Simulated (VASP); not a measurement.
Input of a VASP 6.6.1 run:

The input INCAR:

```
SYSTEM = SiC
  AGGAC = 1.0
  AGGAX = 1.0
  ALDAC = 0.0
  ALDAX = 1.0
  ALGO = Normal
  EDIFF = 1E-7
  ENCUT = 520
  GGA = B5
  ISIF = 2
  ISMEAR = -1
  LASPH = .TRUE.
  LCHARG = .TRUE.
  LELF = .TRUE.
  LREAL = .FALSE.
  LVHAR = .TRUE.
  LWAVE = .FALSE.
  NBANDS = 26
  NELM = 80
  PREC = Accurate
  SIGMA = 0.05
```

KPOINTS

```
k-points
0
G
  10 10 3
  0 0 0
```

Contents of POSCAR:

```
SiC
1.0
    3.1163307639      0.0000000000      0.0000000000
   -1.5581653819      2.6988216081      0.0000000000
    0.0000000000      0.0000000000     10.2065156575
Si C
4 4
Direct
    0.0000000000      0.0000000000      0.1878413348
    0.0000000000      0.0000000000      0.6878413348
    0.3333333333      0.6666666667      0.4378814302
    0.6666666667      0.3333333333      0.9378814302
    0.0000000000      0.0000000000      0.0004741308
    0.0000000000      0.0000000000      0.5004741308
    0.3333333333      0.6666666667      0.2498021042
    0.6666666667      0.3333333333      0.7498021042
```

Potentials or basis: VASP PAW PBE potentials, release 64 (Si, C).

Run with:

```console
$ cat potpaw_PBE.64/Si/POTCAR potpaw_PBE.64/C/POTCAR > POTCAR
$ mpirun -np 1 vasp_std > vasp.out
```

**Question.** What does it give for the band gap on the k mesh?

**Answer.** 2.52 eV (least direct gap 3.62 eV).

**Question.** Predict the pressure.

**Answer.** 0.6 GPa.

Caveat: the PAW data sets were made with another functional, which shifts forces and pressure a little; an odd mesh through Γ misses points on the zone boundary, where band edges can lie.
